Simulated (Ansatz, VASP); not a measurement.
LiAl5B in VASP and in Ansatz

```
Li Al B
1.0
     2.60082    1.50159    4.59556
    -2.60082    1.50159    4.59556
     0.00000   -3.00317    4.59556
Li Al B
1 5 1
Direct
  0.50000 0.50000 0.50000
  0.84683 0.84683 0.84683
  0.15317 0.15317 0.15317
  0.50000 0.50000 0.00000
  0.00000 0.50000 0.50000
  0.50000 0.00000 0.50000
  0.00000 0.00000 0.00000
```

Alike in both runs: functional PBE; k mesh 6 × 6 × 6; occupations gaussian, width 0.1 eV; no spin polarisation.

Ansatz relaxed the structure, and its values are those at the end. VASP's run is a single point on that final structure, the one shown.

|  | VASP | Ansatz |
| --- | --- | --- |
| version | VASP 6.6.1 | Ansatz 0.2.0 |
| potentials or method | VASP PAW PBE potentials, release 64 (Li_sv, Al, B), cutoff 750 eV | scalar-relativistic, plane waves, PAW |
| valence electrons in the cell | 21 | 21 |

|  | VASP | Ansatz | Ansatz less VASP |
| --- | --- | --- | --- |
| gap on the k mesh at the Fermi level (eV) | none | none | - |
| pressure (GPa) | 0.0 | 0.1 | +0.06 |

A gap of «none» marks a metal or a gap that the smearing closes.
